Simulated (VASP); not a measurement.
Write the native input for VASP 6.6.1 that does the following.

* Task: relaxation of cell and atoms
* Functional: PBE
* Potentials or basis: VASP PAW PBE potentials, release 64 (Cd, Te)
* Cutoff: 600 eV
* k mesh: 8 × 8 × 8
* Occupations: gaussian, width 0.1 eV
* Spin: no spin polarisation
* Dipole correction: no
* Further INCAR settings: ALGO = Fast; EDIFF = 1e-06; IBRION = 2; EDIFFG = -0.01; NSW = 100; ISIF = 3

The structure of Cd4Te lies in POSCAR:

```
Cd4Te
1.0
   -3.4675155144      3.4675155144      3.4675155144
    3.4675155144     -3.4675155144      3.4675155144
    3.4675155144      3.4675155144     -3.4675155144
Cd Te
4 1
Direct
    0.0000000000      0.0000000000      0.5000000000
    0.0000000000      0.5000000000      0.0000000000
    0.5000000000      0.0000000000      0.0000000000
    0.5000000000      0.5000000000      0.5000000000
    0.0000000000      0.0000000000      0.0000000000
```

One way to write it, as run:

INCAR

```
SYSTEM = Cd4Te
PREC = Accurate
ENCUT = 600
EDIFF = 1E-6
ISMEAR = 0
SIGMA = 0.1
LREAL = .False.
LASPH = .True.
NELM = 100
ALGO = Fast
ISIF = 3
LWAVE = .False.
LCHARG = .False.
GGA = PE
IBRION = 2
NSW = 100
EDIFFG = -0.01
```

KPOINTS

```
Automatic mesh
0
Gamma
  8 8 8
  0 0 0
```

Potentials or basis: VASP PAW PBE potentials, release 64 (Cd, Te).

Run with:

```console
$ cat potpaw_PBE.64/Cd/POTCAR potpaw_PBE.64/Te/POTCAR > POTCAR
$ mpirun -np 1 vasp_std > vasp.out
```

Results of the run:

The relaxed volume is 33.70 Å³/atom. The relaxed cell is a = 6.026 Å, b = 6.026 Å, c = 6.026 Å, α = 109.47°, β = 109.47°, γ = 109.47°, the space group after relaxing (to 0.05 Å) is Im-3m (No. 229) and the energy gained by relaxing is 0.3 meV/atom. The ionic steps are 3. The pressure after relaxing is 0.0 GPa. The band gap on the k mesh is zero (band 27 reaches 3.00 eV, above the bottom of band 28 at 0.74 eV).

Caveat: spin-orbit coupling is left out, which moves the levels of the heavy elements.

Wall time 7.9 min on 1 thread of Intel Xeon 6975P-C, on a shared host, peak memory 0.44 GiB.
